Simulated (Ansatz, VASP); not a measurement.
## AgI2 in VASP and in Ansatz

Contents of INCAR:

```
PREC = Accurate
ENCUT = 520
EDIFF = 1E-6
ISMEAR = 0
SIGMA = 0.1
LREAL = False
LASPH = True
NELM = 100
ALGO = Normal
ISIF = 2
LWAVE = False
LCHARG = False
GGA = PS
NBANDS = 20
```

File KPOINTS:

```
regular mesh
0
Gamma
  4 4 4
```

The input POSCAR:

```
AgI2
1.0
    4.2857280000      0.0000000000      0.0000000000
    0.0000000000      4.2857280000      0.0000000000
    0.0000000000      0.0000000000      6.3547810000
Ag I
1 2
Direct
    0.0000000000      0.0000000000      0.5000000000
    0.5000000000      0.0000000000      0.7777620000
    0.0000000000      0.5000000000      0.2222380000
```

Input for Ansatz:

```yaml
crystal:
  lattice:
    - [4.285728, 0.0, 0.0]
    - [0.0, 4.285728, 0.0]
    - [0.0, 0.0, 6.354781]
  atoms:
    - { symbol: Ag, position: [0.0, 0.0, 0.5] }
    - { symbol: I, position: [0.5, 0.0, 0.777762] }
    - { symbol: I, position: [0.0, 0.5, 0.222238] }
basis:
  ecutwfc: 420
kpoints:
  mp_grid: { grid: [4, 4, 4] }
hamiltonian:
  xc: pbesol
scf:
  occupations: { method: gaussian, width: 0.1 }
output:
  forces: true
  stress: true
  eigenvalues: true
```

Alike in both runs: task single point; functional PBEsol; k mesh 4 × 4 × 4; occupations gaussian, width 0.1 eV; no spin polarisation.

```csv
,VASP,Ansatz
version,VASP 6.6.1,Ansatz 0.2.0
potentials or method,"VASP PAW PBE potentials, release 64 (Ag, I), cutoff 520 eV","scalar-relativistic, plane waves, PAW"
valence electrons in the cell,25,53
```

Ansatz gave:

```
gap on the k mesh at the Fermi level (eV)                     : none
pressure (GPa)                                                : -2.2
traceless stress, the component that is largest in VASP (GPa) : -0.06
rms of the force components (eV/Å)                            : 0.113
```

**Question.** Estimate VASP's values.

**Answer.** gap on the k mesh at the Fermi level (eV): none; pressure (GPa): -2.2; traceless stress, the component that is largest in VASP (GPa): -0.06; rms of the force components (eV/Å): 0.114.

VASP's potentials were made for PBE, not for PBEsol. Atom by atom the forces differ by 0.002 eV/Å (rms over components). A gap of «none» marks a metal or a gap that the smearing closes. VASP's potentials hold 25 valence electrons a cell and Ansatz's 53, so a difference there can come from the potentials and not from the codes.

The k mesh is coarse, so the values compare programs but aren't converged. Neither program's run includes spin-orbit coupling.
